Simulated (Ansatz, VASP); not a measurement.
Two plane-wave programs on NbTe

```
Nb Te
1.0
     3.42570    0.00000    0.00000
     0.00000    3.42570    0.00000
     0.00000    0.00000    3.42570
Nb Te
1 1
Direct
  0.50000 0.50000 0.50000
  0.00000 0.00000 0.00000
```

Alike in both runs: task single point; functional PBE; k mesh 8 × 8 × 8; occupations gaussian, width 0.017 eV; no spin polarisation.

|  | VASP | Ansatz |
| --- | --- | --- |
| version | VASP 6.6.1 | Ansatz 0.2.0 |
| potentials or method | VASP PAW PBE potentials, release 64 (Nb_sv, Te) | Ansatz PAW |
| plane-wave cutoff (eV) | 520 | 420 |
| valence electrons in the cell | 19 | 29 |

```csv
,VASP,Ansatz,Ansatz less VASP
gap on the k mesh at the Fermi level (eV),none,none,-
pressure (GPa),-0.3,-0.1,+0.21
```

A gap of «none» marks a metal or a gap that the smearing closes. With one functional, cell and mesh, what is left measures potentials, basis and numerics. VASP's potentials hold 19 valence electrons a cell and Ansatz's 29, so a difference there can come from the potentials and not from the codes.

Neither program's run includes spin-orbit coupling.
